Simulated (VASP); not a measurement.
# Ga2SnTe2 (P4/mmm) in VASP: notebook, part 2 of 2

VASP 6.6.1. The steps go on from the part before.

### 4 Relaxation of cell and atoms, PBE

This run uses another cell than the first one, of 30.78 Å³/atom.

INCAR

```
SYSTEM = Ga2SnTe2
  PREC = Accurate
  ENCUT = 600
  EDIFF = 1E-6
  ISMEAR = 0
  SIGMA = 0.1
  LREAL = .False.
  LASPH = .True.
  NELM = 60
  ALGO = Fast
  ISIF = 3
  LWAVE = .False.
  LCHARG = .False.
  GGA = PE
  IBRION = 2
  NSW = 90
  EDIFFG = -0.04
```

KPOINTS

```
regular mesh
0
Gamma
  4 4 4
  0 0 0
```

POSCAR

```
Ga2SnTe2
1.0
    5.0263094700      0.0000000000      0.0000000000
    0.0000000000      5.0263094700      0.0000000000
    0.0000000000      0.0000000000      6.0909030200
Ga Sn Te
2 1 2
Direct
    0.0000000000      0.5000000000      0.5000000000
    0.5000000000      0.0000000000      0.5000000000
    0.0000000000      0.0000000000      0.5000000000
    0.5000000000      0.5000000000      0.2942339300
    0.5000000000      0.5000000000      0.7057660700
```

Potentials or basis: VASP PAW PBE potentials, release 64 (Ga_d, Sn_d, Te).

Run with:

```
$ cat potpaw_PBE.64/Ga_d/POTCAR potpaw_PBE.64/Sn_d/POTCAR potpaw_PBE.64/Te/POTCAR > POTCAR
$ mpirun -np 1 vasp_std > vasp.out
```

OUTCAR:

```text
SYSTEM = Ga2SnTe2
   PREC = Accurate
   ENCUT = 600
   EDIFF = 1E-6
   ISMEAR = 0
   LREAL = .False.
   LASPH = .True.
   NELM = 60
   ISIF = 3
   GGA = PE
   IBRION = 2
   NSW = 90
   EDIFFG = -0.04

 ion  position               nearest neighbor table
   1  0.000  0.500  0.500-   3 2.51   3 2.51   5 2.81   4 2.81   4 2.81   5 2.81
   2  0.500  0.000  0.500-   3 2.51   3 2.51   5 2.81   4 2.81   5 2.81   4 2.81
   3  0.000  0.000  0.500-   1 2.51   2 2.51   1 2.51   2 2.51
   4  0.500  0.500  0.294-   5 2.51   2 2.81   1 2.81   2 2.81   1 2.81   5 3.58
   5  0.500  0.500  0.706-   4 2.51   2 2.81   1 2.81   2 2.81   1 2.81   4 3.58

  LATTYP: Found a simple tetragonal cell.
 ALAT       =     5.0263094700
 C/A-ratio  =     1.2118042187

  Lattice vectors:

 A1 = (   5.0263094700,   0.0000000000,   0.0000000000)
 A2 = (   0.0000000000,   5.0263094700,   0.0000000000)
 A3 = (   0.0000000000,   0.0000000000,   6.0909030200)
[... 290 lines left out ...]

[... ionic steps 4 to 7 ...]

--------------------------------------- Ionic step        8  -------------------------------------------

 number of electron      52.0000010 magnetization

------------------------ aborting loop because EDIFF is reached ----------------------------------------
[... 73 lines left out ...]
--------------------------------------- Ionic step       10  -------------------------------------------

 number of electron      51.9999995 magnetization

 Free energy of the ion-electron system (eV)
  ---------------------------------------------------
  ext. energy  EPLUGINS =         0.00000000
  ---------------------------------------------------
  free energy    TOTEN  =       -15.41325665 eV

  energy without entropy =      -15.38731835  energy(sigma->0) =      -15.40028750

 E-fermi :   3.2559     XC(G=0):  -8.0001

 val. band max:        3.2544767921   @ k =   0.5000   0.0000   0.2500
 cond. band min:       3.2779329217   @ k =   0.2500   0.0000   0.2500
 fundamental gap:      0.0234561296
 Fermi energy:         3.2558513719

 k-point     1 :       0.0000    0.0000    0.0000
  band No.  band energies     occupation
      1     -18.4367      2.00000
      2     -18.3616      2.00000
      3     -18.3616      2.00000
      4     -18.2820      2.00000
      5     -18.2157      2.00000
      6     -11.6310      2.00000
[... 633 lines left out ...]
  FREE ENERGIE OF THE ION-ELECTRON SYSTEM (eV)
  ---------------------------------------------------
  free  energy   TOTEN  =       -15.4132566454 eV

  energy  without entropy=      -15.3873183550  energy(sigma->0) =      -15.40028750

 reached required accuracy - stopping structural energy minimisation
```

CONTCAR:

```text
Ga2SnTe2
   1.00000000000000
     5.4701549780431602   -0.0000000000000000   -0.0000000000000000
     0.0000000000000000    5.4701549780431602    0.0000000000000000
     0.0000000000000000    0.0000000000000000    6.1478304945513385
  Ga              Sn              Te
     2     1     2
Direct
     0.0000000000000000    0.5000000000000000    0.5000000000000000
     0.5000000000000000    0.0000000000000000    0.5000000000000000
     0.0000000000000000    0.0000000000000000    0.5000000000000000
     0.5000000000000000    0.5000000000000000    0.2517918665052308
     0.5000000000000000    0.5000000000000000    0.7482081334947692

  0.00000000E+00  0.00000000E+00  0.00000000E+00
  0.00000000E+00  0.00000000E+00  0.00000000E+00
  0.00000000E+00  0.00000000E+00  0.00000000E+00
  0.00000000E+00  0.00000000E+00  0.00000000E+00
  0.00000000E+00  0.00000000E+00  0.00000000E+00
```

It took 7.3 min on 1 thread of Intel Xeon 6975P-C (Granite Rapids), shared host; peak memory 0.35 GiB.

What came out:

- Free energy: -15.4133 eV
- Relaxed volume: 36.79 Å³/atom
- Relaxed cell: a = 5.470 Å, b = 5.470 Å, c = 6.148 Å, α = 90.00°, β = 90.00°, γ = 90.00°
- Space group after relaxing (to 0.1 Å): P4/mmm (No. 123)
- Energy gained by relaxing: 456.9 meV/atom
- Ionic steps: 10
- Pressure after relaxing: -0.1 GPa
- Band gap on the k mesh: zero (bands 26 and 27 overlap by 1.57 eV)

Forces in eV/Å, atoms in the order of the input:
```
Ga   0.000  0.000  0.000
Ga   0.000  0.000  0.000
Sn   0.000  0.000  0.000
Te   0.000  0.000  0.002
Te   0.000  0.000 -0.002
```

Stress tensor (GPa, compression positive):
```
 0.00  0.00  0.00
 0.00  0.00  0.00
 0.00  0.00 -0.17
```

Step by step:
```tsv
step	energy change (eV)	largest force (eV/Å)	pressure (GPa)	volume (Å³)
1	0.0000	5.6663	14.93	153.88
2	-1.5824	0.5632	-3.65	227.00
3	-2.1425	0.1314	-0.33	192.98
4	-2.1429	0.1720	-0.21	192.14
5	-2.2071	0.3362	-0.40	191.43
6	-2.2312	0.5031	-0.51	190.66
7	-2.2641	0.3843	-0.23	186.84
8	-2.2771	0.0983	0.36	181.36
9	-2.2788	0.1986	0.17	182.89
10	-2.2846	0.0022	-0.06	183.96
```

Final structure:
```
CELL_PARAMETERS angstrom
5.47015 0.00000 0.00000
0.00000 5.47015 0.00000
0.00000 0.00000 6.14783
ATOMIC_POSITIONS crystal
Ga 0.00000 0.50000 0.50000
Ga 0.50000 0.00000 0.50000
Sn 0.00000 0.00000 0.50000
Te 0.50000 0.50000 0.25179
Te 0.50000 0.50000 0.74821
```

Caveat: the volume moved by over 15 % at a fixed basis, so the end points are rough; spin-orbit coupling is left out, which moves the levels of the heavy elements.

### 5 Single point, PBE

INCAR

```
  PREC = Accurate
  ENCUT = 520
  EDIFF = 1E-7
  ISMEAR = 0
  SIGMA = 0.1
  LREAL = F
  LASPH = T
  NELM = 80
  ALGO = Fast
  ISIF = 2
  LWAVE = F
  LCHARG = F
  GGA = PE
  NBANDS = 34
```

KPOINTS

```
regular mesh
0
Gamma
  8 8 6
```

POSCAR

```
Ga2SnTe2
1.0
    5.4897237432      0.0000000000      0.0000000000
    0.0000000000      5.4897237432      0.0000000000
    0.0000000000      0.0000000000      6.0752592019
Ga Sn Te
2 1 2
Direct
    0.0000000000      0.5000000000      0.5000000000
    0.5000000000      0.0000000000      0.5000000000
    0.0000000000      0.0000000000      0.5000000000
    0.5000000000      0.5000000000      0.2515011860
    0.5000000000      0.5000000000      0.7484988140
```

Potentials or basis: VASP PAW PBE potentials, release 64 (Ga_d, Sn_d, Te).

Run with:

```
$ cat potpaw_PBE.64/Ga_d/POTCAR potpaw_PBE.64/Sn_d/POTCAR potpaw_PBE.64/Te/POTCAR > POTCAR
$ mpirun -np 1 vasp_std > vasp.out
```

OUTCAR:

```text
PREC = Accurate
   ENCUT = 520
   EDIFF = 1E-7
   ISMEAR = 0
   LREAL = F
   LASPH = T
   NELM = 80
   ISIF = 2
   GGA = PE

 ion  position               nearest neighbor table
   1  0.000  0.500  0.500-   3 2.74   3 2.74   5 3.13   4 3.13   4 3.13   5 3.13
   2  0.500  0.000  0.500-   3 2.74   3 2.74   5 3.13   4 3.13   5 3.13   4 3.13
   3  0.000  0.000  0.500-   1 2.74   2 2.74   1 2.74   2 2.74
   4  0.500  0.500  0.252-   5 3.02   5 3.06   1 3.13   2 3.13   2 3.13   1 3.13
   5  0.500  0.500  0.748-   4 3.02   4 3.06   2 3.13   1 3.13   2 3.13   1 3.13

  LATTYP: Found a simple tetragonal cell.
 ALAT       =     5.4897237432
 C/A-ratio  =     1.1066602777

  Lattice vectors:

 A1 = (   5.4897237432,   0.0000000000,   0.0000000000)
 A2 = (   0.0000000000,   5.4897237432,   0.0000000000)
 A3 = (   0.0000000000,   0.0000000000,   6.0752592019)

Analysis of symmetry for initial positions (statically):
=====================================================================
 Subroutine PRICEL returns:
 Original cell was already a primitive cell.

 Routine SETGRP: Setting up the symmetry group for a
 simple tetragonal supercell.

 Subroutine GETGRP returns: Found 16 space group operations
 (whereof 16 operations were pure point group operations)
 out of a pool of 16 trial point group operations.

The static configuration has the point symmetry D_4h.

Analysis of symmetry for dynamics (positions and initial velocities):
=====================================================================
 Subroutine PRICEL returns:
 Original cell was already a primitive cell.

 Routine SETGRP: Setting up the symmetry group for a
 simple tetragonal supercell.

 Subroutine GETGRP returns: Found 16 space group operations
 (whereof 16 operations were pure point group operations)
 out of a pool of 16 trial point group operations.

The dynamic configuration has the point symmetry D_4h.

 Subroutine INISYM returns: Found 16 space group operations
 (whereof 16 operations are pure point group operations),
 and found     1 'primitive' translations

----------------------------------------------------------------------------------------

                                     Primitive cell

  volume of cell :     183.0905

  direct lattice vectors                    reciprocal lattice vectors
     5.489723743  0.000000000  0.000000000     0.182158529  0.000000000  0.000000000
     0.000000000  5.489723743  0.000000000     0.000000000  0.182158529  0.000000000
     0.000000000  0.000000000  6.075259202     0.000000000  0.000000000  0.164602030

  length of vectors
     5.489723743  5.489723743  6.075259202     0.182158529  0.182158529  0.164602030

  position of ions in fractional coordinates (direct lattice)
     0.000000000  0.500000000  0.500000000
     0.500000000  0.000000000  0.500000000
     0.000000000  0.000000000  0.500000000
     0.500000000  0.500000000  0.251501186
     0.500000000  0.500000000  0.748498814

  ion indices of the primitive-cell ions
   primitive index   ion index
                 1           1
                 2           2
                 3           3
                 4           4
                 5           5

----------------------------------------------------------------------------------------

 KPOINTS: regular mesh

Automatic generation of k-mesh.
 Grid dimensions read from file:
 generate k-points for:    8    8    6

 Generating k-lattice:

  Cartesian coordinates                     Fractional coordinates (reciprocal lattice)
     0.022769816  0.000000000  0.000000000     0.125000000  0.000000000  0.000000000
     0.000000000  0.022769816  0.000000000     0.000000000  0.125000000  0.000000000
     0.000000000  0.000000000  0.027433672     0.000000000  0.000000000  0.166666667

  Length of vectors
     0.022769816  0.022769816  0.027433672

  Shift w.r.t. Gamma in fractional coordinates (k-lattice)
     0.000000000  0.000000000  0.000000000

 Subroutine IBZKPT returns following result:
 ===========================================

 Found     60 irreducible k-points:

 Following reciprocal coordinates:
            Coordinates               Weight
  0.000000  0.000000  0.000000      1.000000
  0.125000  0.000000  0.000000      4.000000
  0.250000  0.000000  0.000000      4.000000
  0.375000  0.000000  0.000000      4.000000
  0.500000  0.000000  0.000000      2.000000
  0.125000  0.125000  0.000000      4.000000
[... 16 lines left out ...]
  0.375000  0.125000  0.166667     16.000000
  0.500000  0.125000  0.166667      8.000000
 [... further k-points ...]
   k-points           NKPTS =     60   k-points in BZ     NKDIM =     60   number of bands    NBANDS=     34
   number of dos      NEDOS =    301   number of ions     NIONS =      5
   total plane-waves  NPLWV =  84672
   dimension x,y,z NGX =    42 NGY =   42 NGZ =   48
   dimension x,y,z NGXF=    84 NGYF=   84 NGZF=   96
   ions per type =               2   1   2
   NGX,Y,Z   is equivalent  to a cutoff of  12.72, 12.72, 13.13 a.u.
   NGXF,Y,Z  is equivalent  to a cutoff of  25.44, 25.44, 26.27 a.u.
 SYSTEM =  unknown system
   PREC   = accura    normal or accurate (medium, high low for compatibility)
   ISTART =      0    job   : 0-new  1-cont  2-samecut
   ICHARG =      2    charge: 1-file 2-atom 10-const
   ISPIN  =      1    spin polarized calculation?
   LNONCOLLINEAR =      F non collinear calculations
   LSORBIT =      F    spin-orbit coupling
   LASPH  =      T    aspherical Exc in radial PAW
   ENCUT  =  520.0 eV  38.22 Ry    6.18 a.u.  10.21 10.21 11.30*2*pi/ulx,y,z
   NELM   =     80;   NELMIN=  2; NELMDL= -5     # of ELM steps
   EDIFF  = 0.1E-06   stopping-criterion for ELM
   LREAL  =      F    real-space projection
   EDIFFG = 0.1E-05   stopping-criterion for IOM
   NSW    =      0    number of steps for IOM
   IBRION =     -1    ionic relax: 0-MD 1-quasi-New 2-CG
   NFREE  =      0    steps in history (QN), initial steepest desc. (CG)
   ISIF   =      2    stress and relaxation
   ISYM   =      2    0-nonsym 1-usesym 2-fastsym
   POTIM  = 0.5000    time-step for ionic-motion
   TEBEG  =    0.0;   TEEND  =   0.0 temperature during run
   PSTRESS=    0.0 pullay stress
   NELECT =      52.0000    total number of electrons
   NUPDOWN=      -1.0000    fix difference up-down
   EMIN   =  10.00;   EMAX   =-10.00  energy-range for DOS
   EFERMI =   0.00;   METHOD = LEGACY
   ISMEAR =     0;   SIGMA  =   0.10  broadening in eV -4-tet -1-fermi 0-gaus
   EFERMI_NEDOS =   21; number of points for ismear=-14 and -15
   IALGO  =     68    algorithm
   IMIX   =      4    mixing-type and parameters
     AMIX     =   0.40;   BMIX     =  1.00
     AMIX_MAG =   1.60;   BMIX_MAG =  1.00
  volume/ion in A,a.u.               =      36.62       247.11
  Fermi-wavevector in a.u.,A,eV,Ry     =   1.076103  2.033541 15.755527  1.157999
  Thomas-Fermi vector in A             =   2.211979
   LORBIT       =      0    0 simple, 1 ext, 2 COOP (PROOUT), +10 PAW based schemes
   GGA     = PE    functional components
   LHFCALC =     F    Hartree Fock is set to
   AEXX    =    0.0000 exact exchange contribution
   IVDW    =     0    specifies the selected vdW correction
   LEPSILON=     F    determine dielectric tensor
   LRPA    =     F    only Hartree local field effects (RPA)
 non-spin polarized calculation
 RMM-DIIS sequential band-by-band and
 Gauss-broadening in eV      SIGMA  =   0.10
  energy-cutoff  :      520.00
  volume of cell :      183.09
 maximum number of plane-waves:      4972
 NGX is ok and might be reduce to    42
   NGX = 21   NGY = 21   NGZ = 23

 number of electron      51.9999975 magnetization

 Free energy of the ion-electron system (eV)
  ---------------------------------------------------
  ext. energy  EPLUGINS =         0.00000000
  ---------------------------------------------------
  free energy    TOTEN  =       -15.35460502 eV

  energy without entropy =      -15.34365567  energy(sigma->0) =      -15.34913035

 E-fermi :   3.3322     XC(G=0):  -8.0291

 val. band max:        3.3152908647   @ k =   0.5000   0.3750   0.5000
 cond. band min:       3.3323354101   @ k =   0.2500   0.2500   0.5000
 fundamental gap:      0.0170445453
 Fermi energy:         3.3322075714

 k-point     1 :       0.0000    0.0000    0.0000
  band No.  band energies     occupation
      1     -18.4067      2.00000
      2     -18.3345      2.00000
      3     -18.3345      2.00000
      4     -18.2579      2.00000
      5     -18.1953      2.00000
      6     -11.5564      2.00000
[... 877 lines left out ...]
     33       8.0110      0.00000
     34       8.7231      0.00000

 [... further k-points ...]
[... 5 lines left out ...]
  --------------------------------------------------------------------------------------
  -------------------------------------------------------------------------------------
  Total        0.0243345      0.0243345     -0.0401203      0.0000000      0.0000000      0.0000000
  in kB        0.2129447      0.2129447     -0.3510827      0.0000000      0.0000000      0.0000000
  external PRESSURE =       0.0249356 kB  Pullay stress =       0.0000000 kB

 VOLUME and BASIS-vectors are now :
 -----------------------------------------------------------------------------
  energy-cutoff  :      520.00
  volume of cell :      183.09
      direct lattice vectors                 reciprocal lattice vectors
     5.489723743  0.000000000  0.000000000     0.182158529  0.000000000  0.000000000
     0.000000000  5.489723743  0.000000000     0.000000000  0.182158529  0.000000000
     0.000000000  0.000000000  6.075259202     0.000000000  0.000000000  0.164602030

 POSITION                                       TOTAL-FORCE (eV/Angst)
 -----------------------------------------------------------------------------------
      0.00000      2.74486      3.03763         0.000000      0.000000      0.000000
      2.74486      0.00000      3.03763         0.000000      0.000000      0.000000
      0.00000      0.00000      3.03763         0.000000      0.000000      0.000000
      2.74486      2.74486      1.52793        -0.000000     -0.000000     -0.004784
      2.74486      2.74486      4.54732         0.000000      0.000000      0.004784
 -----------------------------------------------------------------------------------
    total drift:                                0.000000      0.000000     -0.000000

  FREE ENERGIE OF THE ION-ELECTRON SYSTEM (eV)
  ---------------------------------------------------
  free  energy   TOTEN  =       -15.3546050223 eV

  energy  without entropy=      -15.3436556705  energy(sigma->0) =      -15.34913035
```

OSZICAR:

```text
N       E                     dE             d eps       ncg     rms          rms(c)
DAV:   1     0.415249916642E+03    0.41525E+03   -0.24339E+04  4224   0.188E+03
DAV:   2     0.453575285445E+02   -0.36989E+03   -0.35811E+03  4378   0.480E+02
DAV:   3    -0.125825062639E+02   -0.57940E+02   -0.56729E+02  4994   0.160E+02
DAV:   4    -0.154683467409E+02   -0.28858E+01   -0.28693E+01  4860   0.370E+01
DAV:   5    -0.155805593858E+02   -0.11221E+00   -0.11214E+00  6350   0.677E+00    0.743E+00
RMM:   6    -0.154097404942E+02    0.17082E+00   -0.16064E-01  5236   0.274E+00    0.440E+00
RMM:   7    -0.153488492229E+02    0.60891E-01   -0.21865E-01  5361   0.259E+00    0.422E-01
RMM:   8    -0.153516163586E+02   -0.27671E-02   -0.24931E-02  5788   0.120E+00    0.202E-01
RMM:   9    -0.153537124801E+02   -0.20961E-02   -0.72310E-03  6517   0.529E-01    0.106E-01
RMM:  10    -0.153544337986E+02   -0.72132E-03   -0.12752E-03  6419   0.213E-01    0.311E-02
RMM:  11    -0.153545559155E+02   -0.12212E-03   -0.43001E-04  6814   0.112E-01    0.147E-02
RMM:  12    -0.153545982425E+02   -0.42327E-04   -0.12355E-04  6836   0.577E-02    0.618E-03
RMM:  13    -0.153546037717E+02   -0.55292E-05   -0.38363E-05  7155   0.316E-02    0.538E-03
RMM:  14    -0.153546048056E+02   -0.10339E-05   -0.98608E-06  6410   0.163E-02    0.611E-03
RMM:  15    -0.153546050807E+02   -0.27509E-06   -0.33385E-06  5496   0.941E-03    0.863E-03
RMM:  16    -0.153546050824E+02   -0.17244E-08   -0.14903E-06  4570   0.661E-03    0.446E-03
RMM:  17    -0.153546050223E+02    0.60058E-07   -0.61775E-07  3962   0.429E-03
   1 F= -.15354605E+02 E0= -.15349130E+02  d E =-.109494E-01
```

Run time: 4.1 min. Hardware: 1 thread of Intel Xeon 6975P-C (Granite Rapids), shared host; peak memory 0.52 GiB.

Results:

```
Free energy            : -15.3546 eV
Pressure               : 0.0 GPa
Largest force          : 0.005 eV/Å
Band gap on the k mesh : zero (bands 26 and 27 overlap by 1.59 eV)
```

Forces on the atoms (eV/Å):
```
Ga   0.000  0.000  0.000
Ga   0.000  0.000  0.000
Sn   0.000  0.000  0.000
Te   0.000  0.000 -0.005
Te   0.000  0.000  0.005
```

Caveat: spin-orbit coupling is left out, which moves the levels of the heavy elements.

### 6 The runs side by side

```csv
task,cell,k mesh,cutoff (eV),gap on the mesh (eV),pressure (GPa)
single point,"a = 5.466, b = 5.466, c = 6.137 Å, 5 atoms, atomic positions A",4 × 4 × 4,520,none,0.0
single point,"a = 5.026, b = 5.026, c = 6.091 Å, 5 atoms, atomic positions B",4 × 4 × 4,520,none,14.9
relaxation of cell and atoms,"relaxed from a = 5.026, b = 5.026, c = 6.091 Å, 5 atoms, atomic positions B",4 × 4 × 4,600,none,-0.1
single point,"a = 5.490, b = 5.490, c = 6.075 Å, 5 atoms, atomic positions C",8 × 8 × 6,520,none,0.0
```

Alike in all rows: level PBE; potentials or basis VASP PAW PBE potentials, release 64 (Ga_d, Sn_d, Te); no spin polarisation; smearing gaussian 0.1 eV.

Caveats: spin-orbit coupling is left out, which moves the levels of the heavy elements; the cell stands under pressure (at least some runs); this functional lacks dispersion, which binds layers or chains, so the pressure and a relaxed spacing across them are unreliable (at least some runs); forces of over 1 eV/Å act on the atoms, so gaps and moduli don't describe the material at rest (at least some runs); the volume moved by over 15 % at a fixed basis, so the end points are rough (at least some runs).

Absolute energies hang on the potentials; compare differences alone.

The gap in the log of VASP goes by the Fermi energy; the results here count the filled bands.